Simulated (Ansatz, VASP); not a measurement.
GaSb in VASP and in Ansatz

The input INCAR:

```
SYSTEM = GaSb
ALGO = Normal
EDIFF = 1E-6
ENCUT = 500
GGA = PS
GGA_COMPAT = .FALSE.
ISIF = 2
ISMEAR = 0
LASPH = .TRUE.
LCHARG = .FALSE.
LREAL = .FALSE.
LWAVE = .FALSE.
NBANDS = 16
NELM = 120
PREC = Accurate
SIGMA = 0.1
```

Contents of KPOINTS:

```
k-points
0
G
  18 18 18
  0 0 0
```

File POSCAR:

```
GaSb
1.0
    0.0000000000      3.0558829845      3.0558829845
    3.0558829845      0.0000000000      3.0558829845
    3.0558829845      3.0558829845      0.0000000000
Ga Sb
1 1
Direct
    0.0000000000      0.0000000000      0.0000000000
    0.2500000000      0.2500000000      0.2500000000
```

Input for Ansatz:

```yaml
crystal:
  lattice:
    - [0.0, 3.0558829845, 3.0558829845]
    - [3.0558829845, 0.0, 3.0558829845]
    - [3.0558829845, 3.0558829845, 0.0]
  atoms:
    - { symbol: Ga, position: [0.0, 0.0, 0.0] }
    - { symbol: Sb, position: [0.25, 0.25, 0.25] }
basis:
  ecutwfc: 420
kpoints:
  mp_grid: { grid: [18, 18, 18] }
hamiltonian:
  xc: pbesol
  pseudopotentials: { kind: paw, azcp: { folder: soft_1 } }
scf:
  occupations: { method: gaussian, width: 0.1 }
output:
  forces: true
  stress: true
  eigenvalues: true
```

Alike in both runs: task single point; functional PBEsol; k mesh 18 × 18 × 18; occupations gaussian, width 0.1 eV; no spin polarisation.

|  | VASP | Ansatz |
| --- | --- | --- |
| version | VASP 6.6.1 | Ansatz 0.2.0 |
| potentials or method | VASP PAW PBE potentials, release 64 (Ga_d, Sb), cutoff 500 eV | scalar-relativistic, plane waves, PAW |
| valence electrons in the cell | 18 | 28 |

|  | VASP | Ansatz | Ansatz less VASP |
| --- | --- | --- | --- |
| pressure (GPa) | 0.1 | 0.0 | -0.08 |

VASP's potentials were made for PBE, not for PBEsol, and Ansatz warns of the same on its side. VASP's potentials hold 18 valence electrons a cell and Ansatz's 28, so a difference there can come from the potentials and not from the codes.

Spin-orbit coupling is off throughout.
